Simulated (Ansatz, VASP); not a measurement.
**One calculation of BaZnSbF, two programs**

INCAR

```
SYSTEM = BaZnSbF
  PREC = Accurate
  ENCUT = 520
  EDIFF = 1E-6
  ISMEAR = 1
  SIGMA = 0.0849
  LREAL = .False.
  LASPH = .True.
  NELM = 80
  ALGO = Normal
  ISIF = 2
  LWAVE = .False.
  LCHARG = .False.
  GGA = PE
  NBANDS = 44
```

Contents of KPOINTS:

```
regular mesh
0
Gamma
  4 4 2
  0 0 0
```

Contents of POSCAR:

```
BaZnSbF
1.0
    4.4218540000      0.0000000000      0.0000000000
    0.0000000000      4.4218540000      0.0000000000
    0.0000000000      0.0000000000      9.7425660000
Ba F Zn Sb
2 2 2 2
Direct
    0.7500000000      0.7500000000      0.3507900000
    0.2500000000      0.2500000000      0.6492100000
    0.2500000000      0.7500000000      0.5000000000
    0.7500000000      0.2500000000      0.5000000000
    0.2500000000      0.7500000000      0.0000000000
    0.7500000000      0.2500000000      0.0000000000
    0.2500000000      0.2500000000      0.1660400000
    0.7500000000      0.7500000000      0.8339600000
```

Input for Ansatz:

```yaml
crystal:
  lattice:
    - [4.421854, 0.0, 0.0]
    - [0.0, 4.421854, 0.0]
    - [0.0, 0.0, 9.742566]
  atoms:
    - { symbol: Ba, position: [0.75, 0.75, 0.35079] }
    - { symbol: Ba, position: [0.25, 0.25, 0.64921] }
    - { symbol: F, position: [0.25, 0.75, 0.5] }
    - { symbol: F, position: [0.75, 0.25, 0.5] }
    - { symbol: Zn, position: [0.25, 0.75, 0.0] }
    - { symbol: Zn, position: [0.75, 0.25, 0.0] }
    - { symbol: Sb, position: [0.25, 0.25, 0.16604] }
    - { symbol: Sb, position: [0.75, 0.75, 0.83396] }
  symmetry: { tolerance: 0.0003 }
kpoints:
  mp_grid: { grid: [4, 4, 2], shift: [0, 0, 0] }
magnetization:
  spin_polarized: false
scf:
  occupations: { method: methfessel_paxton, width: 0.0849 }
hamiltonian:
  pseudopotentials: { kind: paw }
  xc: pbe
basis:
  ecutwfc: 420
output:
  forces: true
  stress: true
  eigenvalues: true
```

Alike in both runs: task single point; functional PBE; k mesh 4 × 4 × 2; occupations methfessel-paxton of order 1, width 0.0849 eV; no spin polarisation.

|  | VASP | Ansatz |
| --- | --- | --- |
| version | VASP 6.6.1 | Ansatz 0.2.0 |
| potentials or method | VASP PAW PBE potentials, release 64 (Ba_sv, F, Zn, Sb), cutoff 520 eV | PAW plane waves |
| valence electrons in the cell | 68 | 88 |

Ansatz gave:

| Item | Value |
| --- | --- |
| gap on the k mesh at the Fermi level (eV) | none |
| pressure (GPa) | 2.1 |
| traceless stress, the component that is largest in VASP (GPa) | -0.59 |
| rms of the force components (eV/Å) | 0.082 |

Q: Estimate VASP's values.

A: gap on the k mesh at the Fermi level (eV): none; pressure (GPa): 2.8; traceless stress, the component that is largest in VASP (GPa): -0.63; rms of the force components (eV/Å): 0.109.

Atom by atom the forces differ by 0.034 eV/Å (rms over components). A gap of «none» marks a metal or a gap that the smearing closes. VASP's potentials hold 68 valence electrons a cell and Ansatz's 88, so a difference there can come from the potentials and not from the codes.

Neither program's run includes spin-orbit coupling.
